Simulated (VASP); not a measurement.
Set up this calculation in VASP 6.6.1, as the native input.

- Task: single point
- Functional: PBE
- Potentials or basis: VASP PAW PBE potentials, release 64 (Ni)
- Cutoff: 520 eV
- k mesh: 13 × 13 × 13
- Occupations: fermi-dirac, width 0.05 eV
- Spin: no spin polarisation
- Dipole correction: no
- Further INCAR settings: ALGO = Normal; EDIFF = 1e-06; NBANDS = 11

The structure of Ni lies in POSCAR:

```
Ni
1.0
   -1.3837154700      1.3837154700      1.3837154700
    1.3837154700     -1.3837154700      1.3837154700
    1.3837154700      1.3837154700     -1.3837154700
Ni
1
Direct
    0.0000000000      0.0000000000      0.0000000000
```

One way to write it, as run:

INCAR

```
ALGO = Normal
EDIFF = 1E-6
ENCUT = 520
GGA = PE
ISIF = 2
ISMEAR = -1
LASPH = T
LCHARG = T
LELF = T
LREAL = F
LVHAR = T
LWAVE = F
NBANDS = 11
NELM = 80
PREC = Accurate
SIGMA = 0.05
```

KPOINTS

```
k-points
0
Gamma
  13 13 13
```

Potentials or basis: VASP PAW PBE potentials, release 64 (Ni).

Run with:

```sh
$ cat potpaw_PBE.64/Ni/POTCAR > POTCAR
$ mpirun -np 1 vasp_std > vasp.out
```

It gave:

The pressure is 5.8 GPa. The band gap on the k mesh is zero (band 5 reaches 9.92 eV, above the bottom of band 6 at 8.90 eV).

Caveat: the run has no spin polarisation, though such a crystal can be magnetic.

Run time: 5.8 s on 1 thread of Intel(R) Xeon(R) Platinum 8559C (Emerald Rapids) (shared host), peak memory 0.12 GiB.
